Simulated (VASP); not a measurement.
## Sn: vibrations by perturbation theory with PBE

The system is Sn.

```xyz
2
Lattice="-2.9774 2.9774 1.6062 2.9774 -2.9774 1.6062 2.9774 2.9774 -1.6062" Properties=species:S:1:pos:R:3 pbc="T T T"
Sn    0.0000    0.0000    0.0000
Sn    0.0000    2.9774    0.8031
```

| Item | Value |
| --- | --- |
| Program | VASP 6.6.1 |
| Task | vibrations by perturbation theory |
| Functional | PBE |
| Potentials or basis | VASP PAW PBE potentials, release 64 (Sn_d) |
| Cutoff | 520 eV |
| k mesh | 16 × 16 × 16 |
| Occupations | fermi-dirac, width 0.15 eV |
| Spin | no spin polarisation |
| Dipole correction | no |
| Further INCAR settings | ALGO = Normal; EDIFF = 1e-08; NBANDS = 21; IBRION = 8; NSW = 1 |

```yaml
Highest_phonon_frequency_at_Γ: 119 cm⁻¹
```

Phonon frequencies in cm⁻¹ (negative: imaginary):
| q point | frequencies |
| --- | --- |
| (0.000, 0.000, 0.000) | 0 0 0 41 119 119 |

It took 27 min on 4 MPI ranks on Oxide Virtual Turin-like Processor, on a shared host, peak memory 2.1 GiB a rank.
